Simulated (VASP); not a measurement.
## Si3O2: relaxation of cell and atoms with PBE

Crystal: Si3O2.

```xyz
5
Lattice="4.3450 0.0000 0.0000 -2.1725 3.7629 0.0000 0.0000 0.0000 4.9321" Properties=species:S:1:pos:R:3 pbc="T T T"
Si    0.8012    1.3878    0.0000
Si    2.7426    0.0000    0.0000
Si   -1.3713    2.3751    0.0000
O     0.0000    2.5086    1.3269
O     2.1725    1.2543    3.6053
```

The cell was generated, and may not be a known phase.

```yaml
Program: VASP 6.6.1
Task: relaxation of cell and atoms
Functional: PBE
Potentials_or_basis: VASP PAW PBE potentials, release 64 (Si, O)
Cutoff: 600 eV
k_mesh: 12 × 12 × 8
Occupations: gaussian, width 0.1 eV
Spin: no spin polarisation
Dipole_correction: no
Further_INCAR_settings: ALGO = Normal; EDIFF = 1e-07; IBRION = 2; EDIFFG = -0.01; NSW = 100; ISIF = 3
```

```yaml
Relaxed_volume: 16.24 Å³/atom
Relaxed_cell: a = 4.352 Å, b = 4.352 Å, c = 4.949 Å, α = 90.00°, β = 90.00°, γ = 120.00°
Space_group_after_relaxing_to_0.1_Å: P321 (No. 150)
Energy_gained_by_relaxing: 0.1 meV/atom
Ionic_steps: 8
Pressure_after_relaxing: 0.0 GPa
Largest_force_after_relaxing: 0.007 eV/Å
Band_gap_on_the_k_mesh: zero (bands 12 and 13 overlap by 0.12 eV)
```

Forces on the atoms (eV/Å):
```
Si  -0.001 -0.002  0.000
Si   0.002  0.000  0.000
Si  -0.001  0.002  0.000
O    0.000  0.000 -0.007
O    0.000  0.000  0.007
```

The path:
```
step  energy change (eV)  largest force (eV/Å)  pressure (GPa)  volume (Å³)
   1              0.0000                0.0532            0.31        80.64
   2             -0.0002                0.0453           -0.20        81.00
   3             -0.0003                0.0257            0.00        80.86
   4             -0.0004                0.0194            0.01        80.90
   5             -0.0005                0.0163            0.05        80.97
   6             -0.0005                0.0188            0.06        81.00
   7             -0.0006                0.0114            0.02        81.11
   8             -0.0006                0.0067            0.00        81.19
```

Final structure:
```yaml
crystal:
  lattice:
    - [4.35219, 0.00000, 0.00000]
    - [-2.17610, 3.76911, 0.00000]
    - [0.00000, 0.00000, 4.94934]
  atoms:
    - { symbol: Si, position: [0.37039, 0.37039, 0.00000] }
    - { symbol: Si, position: [0.62961, 0.00000, 0.00000] }
    - { symbol: Si, position: [0.00000, 0.62961, 0.00000] }
    - { symbol: O, position: [0.33333, 0.66667, 0.26890] }
    - { symbol: O, position: [0.66667, 0.33333, 0.73110] }
```

Levels at points of the mesh, in eV from the Fermi level:
```csv
k point,band 8,band 9,band 10,band 11,band 12,band 13,band 14,band 15,band 16
"(0.00, 0.00, 0.00)",-5.73,-4.51,-2.91,-1.58,-1.58,-0.09,1.20,1.20,4.32
"(0.50, 0.00, 0.00)",-5.23,-3.91,-2.26,-1.67,-0.41,1.62,3.32,3.49,4.55
"(0.00, 0.00, 0.50)",-5.79,-3.81,-2.46,-1.70,-1.70,0.44,1.05,1.05,2.75
"(0.50, 0.00, 0.50)",-5.41,-3.68,-2.06,-1.43,-0.33,1.42,2.87,3.38,4.65
```

It took 12 min on 1 thread of Intel Xeon 8259CL (shared host), peak memory 0.34 GiB.
